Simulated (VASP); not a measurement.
# Ge: single point with PBEsol

Ge:

```
Ge
1.0
     4.10082    0.00000    0.00000
    -2.05041    3.55141    0.00000
     0.00000    0.00000    6.24934
Ge
4
Direct
  0.00000 0.00000 0.07115
  0.00000 0.00000 0.57115
  0.33333 0.66667 0.82115
  0.66667 0.33333 0.32115
```

This cell differs from its parent crystal: strain +0.080 along x and y, +0.000 along z.

* Program: VASP 6.6.1
* Task: single point
* Functional: PBEsol
* Potentials or basis: VASP PAW PBE potentials, release 64 (Ge_d)
* Cutoff: 520 eV
* k mesh: 12 × 12 × 8
* Occupations: gaussian, width 0.15 eV
* Spin: no spin polarisation

```yaml
Pressure: -7.2 GPa
Band_gap_on_the_k_mesh: zero (bands 28 and 29 overlap by 3.64 eV)
```

Stress tensor (GPa, compression positive):
```
-7.15  0.00  0.00
 0.00 -7.15  0.00
 0.00  0.00 -7.26
```

Levels at points of the mesh, in eV from the Fermi level:
```tsv
k point	band 26	band 27	band 28	band 29	band 30	band 31
(0.00, 0.00, 0.00)	-0.82	0.75	0.75	0.86	1.39	2.32
(0.50, 0.00, 0.00)	-3.43	-2.66	0.69	1.03	1.20	1.38
(0.00, 0.00, 0.50)	-0.13	-0.13	-0.13	0.17	0.17	2.93
(0.50, 0.00, 0.50)	-1.78	-1.69	-1.69	-0.71	-0.71	3.08
```

It took 2.9 min on 1 thread of AMD EPYC 9R45 96-Core Processor (Zen 5), on a shared host, peak memory 0.31 GiB.

Caveat: the cell differs from its parent crystal (strain +0.080 along x and y, +0.000 along z); the cell stands under tension; the PAW data sets were made with another functional, which shifts forces and pressure a little.
